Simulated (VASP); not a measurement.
# AlRu3 (I4/mmm) in VASP: single point with PBE

Aim: the single point of AlRu3 with PBE.

All numbers are computed with VASP 6.6.1; they aren't measurements. Logs are shortened: lines on timing, memory, paths and dates and some standing lists are left out, and cuts for length are marked.

### 1 The cell of the first run

Symmetry: I4/mmm, No. 139, tetragonal system. The conventional cell has a = 3.842 Å, b = 3.842 Å, c = 6.947 Å, α = 90.00°, β = 90.00°, γ = 90.00°. Al (site symmetry 4/mmm) has 14 Ru at 2.59 to 3.47 Å within 3.5 Å. Within 3.5 Å of Ru (site symmetry -4m2) lie 4 Al at 2.59 Å and 10 Ru at 2.59 to 3.47 Å. Ru (site symmetry 4/mmm) has 8 Ru at 2.59 Å and 6 Al at 2.72 to 3.47 Å within 3.5 Å.

### 2 Single point, PBE

Contents of POSCAR:

```
AlRu3
1.0
    0.0000000000      3.8418570000      0.0000000000
    3.8418570000      0.0000000000      0.0000000000
    1.9209290000      1.9209290000     -3.4735170000
Al Ru
1 3
Direct
    0.0000000000      0.0000000000      0.0000000000
    0.7500000000      0.2500000000      0.5000000000
    0.2500000000      0.7500000000      0.5000000000
    0.5000000000      0.5000000000      0.0000000000
```

Contents of INCAR.step1:

```
SYSTEM = AlRu3
  PREC = Accurate
  ENCUT = 520
  EDIFF = 1E-6
  ISMEAR = -1
  SIGMA = 0.0147
  LREAL = .False.
  LASPH = .True.
  NELM = 100
  ALGO = Normal
  ISIF = 2
  LWAVE = .False.
  LCHARG = .True.
  LMAXMIX = 4
  GGA = PE
  NBANDS = 30
```

Contents of KPOINTS.step1:

```
regular mesh
0
Gamma
  10 10 10
  0 0 0
```

Contents of INCAR.step2:

```
SYSTEM = AlRu3
  PREC = Accurate
  ENCUT = 520
  EDIFF = 1E-6
  ISMEAR = -5
  SIGMA = 0.0147
  LREAL = .False.
  LASPH = .True.
  NELM = 100
  ALGO = Normal
  ISIF = 2
  LWAVE = .False.
  LCHARG = .False.
  LMAXMIX = 4
  GGA = PE
  LORBIT = 11
  NEDOS = 2001
  ICHARG = 11
```

Contents of KPOINTS.step2:

```
regular mesh
0
Gamma
  15 15 15
  0 0 0
```

Potentials or basis: VASP PAW PBE potentials, release 64 (Al, Ru_pv).

Run with:

```bash
$ cat potpaw_PBE.64/Al/POTCAR potpaw_PBE.64/Ru_pv/POTCAR > POTCAR
$ cp INCAR.step1 INCAR
$ cp KPOINTS.step1 KPOINTS
$ mpirun -np 1 vasp_std > vasp.out
$ cp INCAR.step2 INCAR
$ cp KPOINTS.step2 KPOINTS
$ mpirun -np 1 vasp_std > vasp.out
```

OUTCAR:

```text
SYSTEM = AlRu3
   PREC = Accurate
   ENCUT = 520
   EDIFF = 1E-6
   ISMEAR = -5
   LREAL = .False.
   LASPH = .True.
   NELM = 100
   ISIF = 2
   GGA = PE
   LORBIT = 11
   ICHARG = 11

 ion  position               nearest neighbor table
   1  0.000  0.000  0.000-   2 2.59   3 2.59   2 2.59   3 2.59   2 2.59   3 2.59   2 2.59   3 2.59
                             4 2.72   4 2.72   4 2.72   4 2.72
   2  0.750  0.250  0.500-   4 2.59   1 2.59   4 2.59   1 2.59   1 2.59   4 2.59   1 2.59   4 2.59
                             3 2.72   3 2.72   3 2.72   3 2.72
   3  0.250  0.750  0.500-   1 2.59   4 2.59   1 2.59   4 2.59   1 2.59   4 2.59   1 2.59   4 2.59
                             2 2.72   2 2.72   2 2.72   2 2.72
   4  0.500  0.500  0.000-   3 2.59   2 2.59   3 2.59   2 2.59   2 2.59   3 2.59   2 2.59   3 2.59
                             1 2.72   1 2.72   1 2.72   1 2.72

  LATTYP: Found a body centered tetragonal cell.
 ALAT       =     3.8418570000
 C/A-ratio  =     1.8082489796

  Lattice vectors:

 A1 = (  -1.9209290000,   1.9209280000,   3.4735170000)
 A2 = (   1.9209280000,  -1.9209290000,   3.4735170000)
 A3 = (   1.9209290000,   1.9209290000,  -3.4735170000)

Analysis of symmetry for initial positions (statically):
=====================================================================
 Subroutine PRICEL returns:
 Original cell was already a primitive cell.

 Routine SETGRP: Setting up the symmetry group for a
 body centered tetragonal supercell.

 Subroutine GETGRP returns: Found 16 space group operations
 (whereof 16 operations were pure point group operations)
 out of a pool of 16 trial point group operations.

The static configuration has the point symmetry D_4h.

Analysis of symmetry for dynamics (positions and initial velocities):
=====================================================================
 Subroutine PRICEL returns:
 Original cell was already a primitive cell.

 Routine SETGRP: Setting up the symmetry group for a
 body centered tetragonal supercell.

 Subroutine GETGRP returns: Found 16 space group operations
 (whereof 16 operations were pure point group operations)
 out of a pool of 16 trial point group operations.

The dynamic configuration has the point symmetry D_4h.

 Subroutine INISYM returns: Found 16 space group operations
 (whereof 16 operations are pure point group operations),
 and found     1 'primitive' translations

----------------------------------------------------------------------------------------

                                     Primitive cell

  volume of cell :      51.2686

  direct lattice vectors                    reciprocal lattice vectors
     0.000000000  3.841857000  0.000000000     0.000000000  0.260290792  0.143946360
     3.841857000  0.000000000  0.000000000     0.260290792  0.000000000  0.143946360
     1.920929000  1.920929000 -3.473517000     0.000000000  0.000000000 -0.287892646

  length of vectors
     3.841857000  3.841857000  4.409677629     0.297442181  0.297442181  0.287892646

  position of ions in fractional coordinates (direct lattice)
     0.000000000  0.000000000  0.000000000
     0.750000000  0.250000000  0.500000000
     0.250000000  0.750000000  0.500000000
     0.500000000  0.500000000  0.000000000

  ion indices of the primitive-cell ions
   primitive index   ion index
                 1           1
                 2           2
                 3           3
                 4           4

----------------------------------------------------------------------------------------

 KPOINTS: regular mesh

Automatic generation of k-mesh.
 Grid dimensions read from file:
 generate k-points for:   15   15   15

 Generating k-lattice:

  Cartesian coordinates                     Fractional coordinates (reciprocal lattice)
     0.000000000  0.017352719  0.009596424     0.066666667  0.000000000  0.000000000
     0.017352719  0.000000000  0.009596424     0.000000000  0.066666667  0.000000000
     0.000000000  0.000000000 -0.019192843     0.000000000  0.000000000  0.066666667

  Length of vectors
     0.019829479  0.019829479  0.019192843

  Shift w.r.t. Gamma in fractional coordinates (k-lattice)
     0.000000000  0.000000000  0.000000000

 TETIRR: Found   4311 inequivalent tetrahedra from    20250

 Subroutine IBZKPT returns following result:
 ===========================================

 Found    288 irreducible k-points:

 Following reciprocal coordinates:
            Coordinates               Weight
  0.000000  0.000000  0.000000      1.000000
  0.066667  0.000000  0.000000      8.000000
  0.133333  0.000000 -0.000000      8.000000
  0.200000  0.000000 -0.000000      8.000000
  0.266667  0.000000 -0.000000      8.000000
  0.333333  0.000000 -0.000000      8.000000
[... 16 lines left out ...]
  0.133333  0.133333 -0.000000      8.000000
  0.200000  0.133333 -0.000000     16.000000
 [... further k-points ...]
   k-points           NKPTS =    288   k-points in BZ     NKDIM =    288   number of bands    NBANDS=     27
   number of dos      NEDOS =   2001   number of ions     NIONS =      4
   total plane-waves  NPLWV =  32400
   dimension x,y,z NGX =    30 NGY =   30 NGZ =   36
   dimension x,y,z NGXF=    60 NGYF=   60 NGZF=   72
   ions per type =               1   3
   NGX,Y,Z   is equivalent  to a cutoff of  12.98, 12.98, 13.57 a.u.
   NGXF,Y,Z  is equivalent  to a cutoff of  25.96, 25.96, 27.14 a.u.
 SYSTEM =  AlRu3
   PREC   = accura    normal or accurate (medium, high low for compatibility)
   ISTART =      0    job   : 0-new  1-cont  2-samecut
   ICHARG =     11    charge: 1-file 2-atom 10-const
   ISPIN  =      1    spin polarized calculation?
   LNONCOLLINEAR =      F non collinear calculations
   LSORBIT =      F    spin-orbit coupling
   LASPH  =      T    aspherical Exc in radial PAW
   ENCUT  =  520.0 eV  38.22 Ry    6.18 a.u.   7.14  7.14  8.20*2*pi/ulx,y,z
   NELM   =    100;   NELMIN=  2; NELMDL=  0     # of ELM steps
   EDIFF  = 0.1E-05   stopping-criterion for ELM
   LREAL  =      F    real-space projection
   EDIFFG = 0.1E-04   stopping-criterion for IOM
   NSW    =      0    number of steps for IOM
   IBRION =     -1    ionic relax: 0-MD 1-quasi-New 2-CG
   NFREE  =      0    steps in history (QN), initial steepest desc. (CG)
   ISIF   =      2    stress and relaxation
   ISYM   =      2    0-nonsym 1-usesym 2-fastsym
   POTIM  = 0.5000    time-step for ionic-motion
   TEBEG  =    0.0;   TEEND  =   0.0 temperature during run
   PSTRESS=    0.0 pullay stress
   NELECT =      45.0000    total number of electrons
   NUPDOWN=      -1.0000    fix difference up-down
   EMIN   =  10.00;   EMAX   =-10.00  energy-range for DOS
   EFERMI =   0.00;   METHOD = LEGACY
   ISMEAR =    -5;   SIGMA  =   0.01  broadening in eV -4-tet -1-fermi 0-gaus
   EFERMI_NEDOS =   21; number of points for ismear=-14 and -15
   IALGO  =     38    algorithm
   IMIX   =      4    mixing-type and parameters
     AMIX     =   0.40;   BMIX     =  1.00
     AMIX_MAG =   1.60;   BMIX_MAG =  1.00
  volume/ion in A,a.u.               =      12.82        86.49
  Fermi-wavevector in a.u.,A,eV,Ry     =   1.567455  2.962060 33.428357  2.456915
  Thomas-Fermi vector in A             =   2.669632
   LORBIT       =     11    0 simple, 1 ext, 2 COOP (PROOUT), +10 PAW based schemes
   GGA     = PE    functional components
   LHFCALC =     F    Hartree Fock is set to
   AEXX    =    0.0000 exact exchange contribution
   IVDW    =     0    specifies the selected vdW correction
   LEPSILON=     F    determine dielectric tensor
   LRPA    =     F    only Hartree local field effects (RPA)
 non-spin polarized calculation
 Fermi weights with tetrahedron method with Bloechl corrections
  energy-cutoff  :      520.00
  volume of cell :       51.27
 maximum number of plane-waves:      1393
 NGX is ok and might be reduce to    30

 number of electron      44.9999987 magnetization

 Free energy of the ion-electron system (eV)
  ---------------------------------------------------
  ext. energy  EPLUGINS =         0.00000000
  ---------------------------------------------------
  free energy    TOTEN  =       -31.44010965 eV

  energy without entropy =      -31.44010965  energy(sigma->0) =      -31.44010965

 E-fermi :  12.7267     XC(G=0): -13.6322

 val. band max:       12.7789401227   @ k =   0.0000   0.0000   0.1333
 cond. band min:      12.6768697230   @ k =  -0.0667   0.0000   0.3333
 fundamental gap:     -0.1020703997
 Fermi energy:        12.7267123100

 k-point     1 :       0.0000    0.0000    0.0000
  band No.  band energies     occupation
      1     -30.4498      2.00000
      2     -30.2016      2.00000
      3     -30.2016      2.00000
      4     -30.0235      2.00000
      5     -30.0235      2.00000
      6     -29.7737      2.00000
[... 19 lines left out ...]
     26      16.0121      0.00000
     27      19.3028      0.00000

 k-point     2 :       0.0667    0.0000    0.0000
  band No.  band energies     occupation
      1     -30.4491      2.00000
      2     -30.2119      2.00000
      3     -30.2079      2.00000
      4     -30.0132      2.00000
      5     -30.0106      2.00000
      6     -29.7676      2.00000
[... 19 lines left out ...]
     26      16.1706      0.00000
     27      19.0769      0.00000

 k-point     3 :       0.1333    0.0000   -0.0000
  band No.  band energies     occupation
      1     -30.4465      2.00000
      2     -30.2357      2.00000
      3     -30.2229      2.00000
      4     -29.9862      2.00000
      5     -29.9786      2.00000
      6     -29.7509      2.00000
[... 594 lines left out ...]
      1     -30.4340      2.00000
      2     -30.2727      2.00000
      3     -30.2623      2.00000
      4     -29.9369      2.00000
      5     -29.9114      2.00000
      6     -29.7265      2.00000
[... 19 lines left out ...]
     26      16.3766      0.00000
     27      18.3651      0.00000

 k-point    24 :       0.2000    0.1333   -0.0000
  band No.  band energies     occupation
      1     -30.4283      2.00000
      2     -30.2903      2.00000
      3     -30.2822      2.00000
      4     -29.8979      2.00000
      5     -29.8712      2.00000
      6     -29.7048      2.00000
[... 19 lines left out ...]
     26      16.2902      0.00000
     27      17.4562      0.00000

 [... further k-points ...]

------------------------ aborting loop because EDIFF is reached ----------------------------------------

  FORCE on cell =-STRESS in cart. coord.  units (eV):
  Direction    XX          YY          ZZ          XY          YZ          ZX
  --------------------------------------------------------------------------------------
  -------------------------------------------------------------------------------------
  Total        6.8512274      6.8512274      9.9887367      0.0000000     -0.0000014     -0.0000014
  in kB      214.1051667    214.1051667    312.1543039      0.0000000     -0.0000449     -0.0000449
  external PRESSURE =     246.7882124 kB  Pullay stress =       0.0000000 kB

 VOLUME and BASIS-vectors are now :
 -----------------------------------------------------------------------------
  energy-cutoff  :      520.00
  volume of cell :       51.27
      direct lattice vectors                 reciprocal lattice vectors
     0.000000000  3.841857000  0.000000000     0.000000000  0.260290792  0.143946360
     3.841857000  0.000000000  0.000000000     0.260290792  0.000000000  0.143946360
     1.920929000  1.920929000 -3.473517000     0.000000000  0.000000000 -0.287892646

 POSITION                                       TOTAL-FORCE (eV/Angst)
 -----------------------------------------------------------------------------------
      0.00000      0.00000      0.00000        -0.000000      0.000000      0.000000
      1.92093      3.84186     -1.73676         0.000000     -0.000000      0.000000
      3.84186      1.92093     -1.73676        -0.000000      0.000000      0.000000
      1.92093      1.92093      0.00000        -0.000000      0.000000      0.000000
 -----------------------------------------------------------------------------------
    total drift:                                0.000000      0.000000      0.000000

  FREE ENERGIE OF THE ION-ELECTRON SYSTEM (eV)
  ---------------------------------------------------
  free  energy   TOTEN  =       -31.4401096544 eV

  energy  without entropy=      -31.4401096544  energy(sigma->0) =      -31.44010965

 total charge

# of ion       s       p       d       tot
------------------------------------------
    1        0.413   0.439   0.000   0.852
    2        0.402   6.306   6.130  12.838
    3        0.402   6.306   6.130  12.838
    4        0.418   6.342   6.026  12.786
--------------------------------------------------
tot          1.635  19.393  18.286  39.314
```

It took 5.6 min on 1 thread of AMD EPYC 7R13, shared host; peak memory 0.39 GiB.

What came out:

```
Valence electrons inside the program's atomic spheres : Al 0.85; Ru 12.84, 12.79 (each value once)
```
